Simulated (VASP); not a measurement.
# TaCu3O3 (Pm-3m) in VASP: single point with PBE

Aim: the single point of TaCu3O3 with PBE.

Program: VASP 6.6.1. These are calculated values, not measurements. Logs are shortened: lines on timing, memory, paths and dates and some standing lists are left out, and cuts for length are marked.

## Step 1: The cell of the first run

The structure is cubic, space group Pm-3m (No. 221). Conventional cell: a = 4.328 Å, b = 4.328 Å, c = 4.328 Å, α = 90.00°, β = 90.00°, γ = 90.00°. Within 2.9 Å of Ta (site symmetry m-3m) lie 6 O at 2.16 Å. Cu (site symmetry 4/mmm) has 4 O at 2.16 Å within 2.9 Å. O (site symmetry 4/mmm) has 4 Cu at 2.16 Å and 2 Ta at 2.16 Å within 2.9 Å.

The cell was built from a structure type or drawn by symmetry, and may not be a known phase.

## Step 2: Single point, PBE, collinear spin

Input file INCAR:

```
PREC     = Accurate       # precision mode
ENCUT    = 520            # plane-wave cutoff, eV
EDIFF    = 1E-7           # SCF threshold, eV
ISMEAR   = 0              # smearing method
SIGMA    = 0.1            # smearing width, eV
LREAL    = F              # projectors in reciprocal space
LASPH    = T              # aspherical terms in the spheres
NELM     = 150            # most SCF steps
ALGO     = Normal         # electronic algorithm
ISIF     = 2              # what is computed and relaxed
LWAVE    = F              # write WAVECAR
LCHARG   = F              # write CHGCAR
ISPIN    = 2              # spin polarisation
MAGMOM   = 0 -1 -1 1 0 0 0 # initial moments
LORBIT   = 11             # projections on sites
LMAXMIX  = 4              # l up to which the mixer works
GGA      = PE             # functional
NBANDS   = 44             # bands
```

Input file KPOINTS:

```
regular mesh
0
Gamma
  4 4 4
```

Input file POSCAR:

```
TaCu3O3
1.0
    4.3284858431      0.0000000000      0.0000000000
    0.0000000000      4.3284899451      0.0000000000
    0.0000000000      0.0000000000      4.3284899451
Ta Cu O
1 3 3
Direct
    0.5000000000      0.5000000000      0.5000000000
    0.0000000000      0.5000000000      0.0000000000
    0.0000000000      0.0000000000      0.5000000000
    0.5000000000      0.0000000000      0.0000000000
    0.5000000000      0.0000000000      0.5000000000
    0.5000000000      0.5000000000      0.0000000000
    0.0000000000      0.5000000000      0.5000000000
```

Potentials or basis: VASP PAW PBE potentials, release 64 (Ta_pv, Cu, O).

On the command line:

```bash
> cat potpaw_PBE.64/Ta_pv/POTCAR potpaw_PBE.64/Cu/POTCAR potpaw_PBE.64/O/POTCAR > POTCAR
> mpirun -np 1 vasp_std > vasp.out
```

OUTCAR:

```text
PREC = Accurate
   ENCUT = 520
   EDIFF = 1E-7
   ISMEAR = 0
   LREAL = F
   LASPH = T
   NELM = 150
   ISIF = 2
   ISPIN = 2
   LORBIT = 11
   GGA = PE

 ion  position               nearest neighbor table
   1  0.500  0.500  0.500-   7 2.16   7 2.16   5 2.16   6 2.16   5 2.16   6 2.16   3 3.06   3 3.06
                             2 3.06   2 3.06   3 3.06   2 3.06   2 3.06   3 3.06   4 3.06   4 3.06
   2  0.000  0.500  0.000-   6 2.16   6 2.16   7 2.16   7 2.16   1 3.06   1 3.06   1 3.06   1 3.06

   3  0.000  0.000  0.500-   5 2.16   5 2.16   7 2.16   7 2.16   1 3.06   1 3.06   1 3.06   1 3.06

   4  0.500  0.000  0.000-   5 2.16   6 2.16   5 2.16   6 2.16   1 3.06   1 3.06   1 3.06   1 3.06

   5  0.500  0.000  0.500-   3 2.16   3 2.16   4 2.16   4 2.16   1 2.16   1 2.16
   6  0.500  0.500  0.000-   2 2.16   2 2.16   4 2.16   1 2.16   4 2.16   1 2.16
   7  0.000  0.500  0.500-   1 2.16   1 2.16   3 2.16   2 2.16   3 2.16   2 2.16

  LATTYP: Found a simple cubic cell.
 ALAT       =     4.3284858431

  Lattice vectors:

 A1 = (   4.3284858431,   0.0000000000,   0.0000000000)
 A2 = (   0.0000000000,   4.3284899451,   0.0000000000)
 A3 = (   0.0000000000,   0.0000000000,   4.3284899451)

Analysis of symmetry for initial positions (statically):
=====================================================================
 Subroutine PRICEL returns:
 Original cell was already a primitive cell.

 Routine SETGRP: Setting up the symmetry group for a
 simple cubic supercell.

 Subroutine GETGRP returns: Found 48 space group operations
 (whereof 48 operations were pure point group operations)
 out of a pool of 48 trial point group operations.

The static configuration has the point symmetry O_h .

Analysis of symmetry for dynamics (positions and initial velocities):
=====================================================================
 Subroutine PRICEL returns:
 Original cell was already a primitive cell.

 Routine SETGRP: Setting up the symmetry group for a
 simple cubic supercell.

 Subroutine GETGRP returns: Found 48 space group operations
 (whereof 48 operations were pure point group operations)
 out of a pool of 48 trial point group operations.

The dynamic configuration has the point symmetry O_h .

Analysis of structural, dynamic, and magnetic symmetry:
=====================================================================
 Subroutine PRICEL returns:
 Original cell was already a primitive cell.

 Routine SETGRP: Setting up the symmetry group for a
 simple cubic supercell.

 Subroutine GETGRP returns: Found 16 space group operations
 (whereof 16 operations were pure point group operations)
 out of a pool of 48 trial point group operations.

The overall configuration has the point symmetry D_4h.

 Subroutine INISYM returns: Found 16 space group operations
 (whereof 16 operations are pure point group operations),
 and found     1 'primitive' translations

----------------------------------------------------------------------------------------

                                     Primitive cell

  volume of cell :      81.0978

  direct lattice vectors                    reciprocal lattice vectors
     4.328485843  0.000000000  0.000000000     0.231027670  0.000000000  0.000000000
     0.000000000  4.328489945  0.000000000     0.000000000  0.231027451  0.000000000
     0.000000000  0.000000000  4.328489945     0.000000000  0.000000000  0.231027451

  length of vectors
     4.328485843  4.328489945  4.328489945     0.231027670  0.231027451  0.231027451

  position of ions in fractional coordinates (direct lattice)
     0.500000000  0.500000000  0.500000000
     0.000000000  0.500000000  0.000000000
     0.000000000  0.000000000  0.500000000
     0.500000000  0.000000000  0.000000000
     0.500000000  0.000000000  0.500000000
     0.500000000  0.500000000  0.000000000
     0.000000000  0.500000000  0.500000000

  ion indices of the primitive-cell ions
   primitive index   ion index
                 1           1
                 2           2
[... 50 lines left out ...]
  0.250000  0.500000  0.500000      2.000000
  0.500000  0.500000  0.500000      1.000000
   k-points           NKPTS =     18   k-points in BZ     NKDIM =     18   number of bands    NBANDS=     44
   number of dos      NEDOS =    301   number of ions     NIONS =      7
   total plane-waves  NPLWV =  32768
   dimension x,y,z NGX =    32 NGY =   32 NGZ =   32
   dimension x,y,z NGXF=    64 NGYF=   64 NGZF=   64
   ions per type =               1   3   3
   NGX,Y,Z   is equivalent  to a cutoff of  12.29, 12.29, 12.29 a.u.
   NGXF,Y,Z  is equivalent  to a cutoff of  24.58, 24.58, 24.58 a.u.
 SYSTEM =  unknown system
   PREC   = accura    normal or accurate (medium, high low for compatibility)
   ISTART =      0    job   : 0-new  1-cont  2-samecut
   ICHARG =      2    charge: 1-file 2-atom 10-const
   ISPIN  =      2    spin polarized calculation?
   LNONCOLLINEAR =      F non collinear calculations
   LSORBIT =      F    spin-orbit coupling
   LASPH  =      T    aspherical Exc in radial PAW
   ENCUT  =  520.0 eV  38.22 Ry    6.18 a.u.   8.05  8.05  8.05*2*pi/ulx,y,z
   NELM   =    150;   NELMIN=  2; NELMDL= -5     # of ELM steps
   EDIFF  = 0.1E-06   stopping-criterion for ELM
   LREAL  =      F    real-space projection
   EDIFFG = 0.1E-05   stopping-criterion for IOM
   NSW    =      0    number of steps for IOM
   IBRION =     -1    ionic relax: 0-MD 1-quasi-New 2-CG
   NFREE  =      0    steps in history (QN), initial steepest desc. (CG)
   ISIF   =      2    stress and relaxation
   ISYM   =      2    0-nonsym 1-usesym 2-fastsym
   POTIM  = 0.5000    time-step for ionic-motion
   TEBEG  =    0.0;   TEEND  =   0.0 temperature during run
   PSTRESS=    0.0 pullay stress
   NELECT =      62.0000    total number of electrons
   NUPDOWN=      -1.0000    fix difference up-down
   EMIN   =  10.00;   EMAX   =-10.00  energy-range for DOS
   EFERMI =   0.00;   METHOD = LEGACY
   ISMEAR =     0;   SIGMA  =   0.10  broadening in eV -4-tet -1-fermi 0-gaus
   EFERMI_NEDOS =   21; number of points for ismear=-14 and -15
   IALGO  =     38    algorithm
   IMIX   =      4    mixing-type and parameters
     AMIX     =   0.40;   BMIX     =  1.00
     AMIX_MAG =   1.60;   BMIX_MAG =  1.00
  volume/ion in A,a.u.               =      11.59        78.18
  Fermi-wavevector in a.u.,A,eV,Ry     =   1.496933  2.828794 30.488062  2.240809
  Thomas-Fermi vector in A             =   2.608886
   LORBIT       =     11    0 simple, 1 ext, 2 COOP (PROOUT), +10 PAW based schemes
   GGA     = PE    functional components
   LHFCALC =     F    Hartree Fock is set to
   AEXX    =    0.0000 exact exchange contribution
   IVDW    =     0    specifies the selected vdW correction
   LEPSILON=     F    determine dielectric tensor
   LRPA    =     F    only Hartree local field effects (RPA)
 spin polarized calculation
 Gauss-broadening in eV      SIGMA  =   0.10
  energy-cutoff  :      520.00
  volume of cell :       81.10
 maximum number of plane-waves:      2272
   NGX = 17   NGY = 17   NGZ = 17

 number of electron      61.9999927 magnetization      -0.1086143

 number of electron      61.9999932 magnetization       0.9653647

 Free energy of the ion-electron system (eV)
  ---------------------------------------------------
  ext. energy  EPLUGINS =         0.00000000
  ---------------------------------------------------
  free energy    TOTEN  =       -42.27222432 eV

  energy without entropy =      -42.25703224  energy(sigma->0) =      -42.26462828

 E-fermi :   6.9784     XC(G=0): -11.9333

 val. band max:        6.8754859847   @ k =   0.0000   0.2500   0.0000
 cond. band min:       6.9910751995   @ k =   0.5000   0.5000   0.2500
 fundamental gap:      0.1155892148
 Fermi energy:         6.9784275622

 spin component 1

 k-point     1 :       0.0000    0.0000    0.0000
  band No.  band energies     occupation
      1     -30.2796      1.00000
      2     -30.2796      1.00000
      3     -30.2796      1.00000
      4     -14.3990      1.00000
      5     -13.6942      1.00000
      6     -13.6942      1.00000
[... 817 lines left out ...]
     42      12.9986      0.00000
     43      15.3492      0.00000
 Fermi energy:         6.9784275622

 spin component 2

 k-point     1 :       0.0000    0.0000    0.0000
  band No.  band energies     occupation
      1     -29.7906      1.00000
      2     -29.7906      1.00000
      3     -29.7905      1.00000
      4     -14.3819      1.00000
      5     -13.6919      1.00000
      6     -13.6918      1.00000
[... 817 lines left out ...]
     42      13.2715      0.00000
     43      15.7283      0.00000
 [bands above 43 left out]

------------------------ aborting loop because EDIFF is reached ----------------------------------------

  FORCE on cell =-STRESS in cart. coord.  units (eV):
  Direction    XX          YY          ZZ          XY          YZ          ZX
  --------------------------------------------------------------------------------------
  -------------------------------------------------------------------------------------
  Total        0.2193283      0.2195668      0.2195668     -0.0000000     -0.0000000     -0.0000000
  in kB        4.3330766      4.3377891      4.3377891     -0.0000000     -0.0000000     -0.0000000
  external PRESSURE =       4.3362183 kB  Pullay stress =       0.0000000 kB

 VOLUME and BASIS-vectors are now :
 -----------------------------------------------------------------------------
  energy-cutoff  :      520.00
  volume of cell :       81.10
      direct lattice vectors                 reciprocal lattice vectors
     4.328485843  0.000000000  0.000000000     0.231027670  0.000000000  0.000000000
     0.000000000  4.328489945  0.000000000     0.000000000  0.231027451  0.000000000
     0.000000000  0.000000000  4.328489945     0.000000000  0.000000000  0.231027451

 POSITION                                       TOTAL-FORCE (eV/Angst)
 -----------------------------------------------------------------------------------
      2.16424      2.16424      2.16424         0.000000      0.000000      0.000000
      0.00000      2.16424      0.00000         0.000000      0.000000      0.000000
      0.00000      0.00000      2.16424         0.000000      0.000000      0.000000
      2.16424      0.00000      0.00000         0.000000      0.000000      0.000000
      2.16424      0.00000      2.16424         0.000000      0.000000      0.000000
      2.16424      2.16424      0.00000         0.000000      0.000000      0.000000
      0.00000      2.16424      2.16424         0.000000      0.000000      0.000000
 -----------------------------------------------------------------------------------
    total drift:                                0.000000      0.000000      0.000000

  FREE ENERGIE OF THE ION-ELECTRON SYSTEM (eV)
  ---------------------------------------------------
  free  energy   TOTEN  =       -42.2722243195 eV

  energy  without entropy=      -42.2570322408  energy(sigma->0) =      -42.26462828

 total charge

# of ion       s       p       d       tot
------------------------------------------
    1        0.259   6.175   2.118   8.552
    2        0.312   0.240   9.316   9.869
    3        0.312   0.240   9.316   9.869
    4        0.312   0.240   9.316   9.869
    5        1.582   3.402   0.000   4.983
    6        1.582   3.402   0.000   4.983
    7        1.582   3.402   0.000   4.983
--------------------------------------------------
tot          5.940  17.101  30.067  53.109

 magnetization (x)

# of ion       s       p       d       tot
------------------------------------------
    1        0.008   0.005   0.698   0.711
    2       -0.003  -0.002   0.047   0.042
    3       -0.003  -0.002   0.047   0.042
    4       -0.003  -0.002   0.047   0.042
    5       -0.001  -0.005   0.000  -0.006
    6       -0.001  -0.005   0.000  -0.006
    7       -0.001  -0.005   0.000  -0.006
--------------------------------------------------
tot         -0.005  -0.015   0.839   0.819
```

It took 2.5 min on 1 thread of Oxide Virtual Turin-like, shared host; peak memory 0.24 GiB.

Results:

* Free energy: -42.2722 eV
* Pressure: 0.4 GPa
* Net moment: 0.97 μB per cell
* Site moments: Ta +0.71; Cu +0.04; O -0.01 μB
* Valence electrons inside the program's atomic spheres: Ta 8.55; Cu 9.87; O 4.98

Levels at points of the mesh, in eV from the Fermi level:
Spin up:
```tsv
k point	band 28	band 29	band 30	band 31	band 32	band 33	band 34	band 35
(0.00, 0.00, 0.00)	-2.05	-2.05	-2.05	-1.69	-0.34	-0.34	-0.34	1.57
(0.50, 0.00, 0.00)	-2.04	-1.93	-1.29	-0.41	-0.24	0.18	0.18	1.16
(0.00, 0.50, 0.00)	-2.04	-1.93	-1.29	-0.41	-0.24	0.18	0.18	1.16
(0.50, 0.50, 0.00)	-1.52	-1.52	-0.46	0.15	0.15	1.07	1.22	1.84
(0.00, 0.50, 0.50)	-1.52	-1.52	-0.46	0.15	0.15	1.07	1.22	1.84
(0.50, 0.50, 0.50)	-1.47	-0.41	-0.41	-0.41	1.24	1.24	1.24	3.89
```
Spin down:
```csv
k point,band 27,band 28,band 29,band 30,band 31,band 32,band 33,band 34
"(0.00, 0.00, 0.00)",-2.05,-2.01,-2.01,-2.01,-1.64,0.28,0.28,0.28
"(0.50, 0.00, 0.00)",-2.10,-2.01,-1.92,-1.27,-0.15,0.21,0.82,0.82
"(0.00, 0.50, 0.00)",-2.10,-2.01,-1.92,-1.27,-0.15,0.21,0.82,0.82
"(0.50, 0.50, 0.00)",-2.07,-1.50,-1.50,-0.44,0.82,0.82,1.06,1.96
"(0.00, 0.50, 0.50)",-2.07,-1.50,-1.50,-0.44,0.82,0.82,1.06,1.96
"(0.50, 0.50, 0.50)",-1.76,-1.49,-0.40,-0.40,-0.40,1.96,1.96,1.96
```

Caveat: the k points lie up to 0.36 Å⁻¹ apart; spin-orbit coupling is left out, which moves the levels of the heavy elements. With open d or f shells a metallic result of PBE can be an artefact of self-interaction; +U or a hybrid may open a gap.
